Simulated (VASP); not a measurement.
**ZnS: single point with PBE**

The system is ZnS.

```
CELL_PARAMETERS angstrom
3.81100 0.00000 0.00000
-1.90550 3.30042 0.00000
0.00000 0.00000 6.23400
ATOMIC_POSITIONS crystal
Zn 0.33333 0.66667 0.00509
Zn 0.66667 0.33333 0.50509
S 0.33333 0.66667 0.37991
S 0.66667 0.33333 0.87991
```

| Property | Result |
| --- | --- |
| Program | VASP 6.6.1 |
| Task | single point |
| Functional | PBE |
| Potentials or basis | VASP PAW PBE potentials, release 64 (Zn, S) |
| Cutoff | 500 eV |
| k mesh | 9 × 9 × 6 |
| Occupations | gaussian, width 0.02 eV |
| Spin | no spin polarisation |
| Dipole correction | no |
| Further INCAR settings | ALGO = Normal; EDIFF = 1e-06; NBANDS = 26 |

* Pressure: 2.3 GPa
* Band gap on the k mesh: 2.22 eV

Stress tensor (GPa, compression positive):
```
2.21 0.00 0.00
0.00 2.21 0.00
0.00 0.00 2.53
```

Levels at points of the mesh, in eV from the valence-band top:
| k point | band 16 | band 17 | band 18 | band 19 | band 20 | band 21 |
| --- | --- | --- | --- | --- | --- | --- |
| (0.00, 0.00, 0.00) | -0.07 | 0.00 | 0.00 | 2.22 | 3.09 | 6.30 |
| (0.00, 0.00, 0.50) | -0.47 | -0.47 | -0.47 | 3.56 | 3.56 | 6.76 |

Wall time 80 s on 1 thread of Intel(R) Xeon(R) Platinum 8488C (Sapphire Rapids), with other jobs on the host, peak memory 0.22 GiB.

Expect the measured gap to be larger: semilocal functionals such as PBE lack the derivative discontinuity.
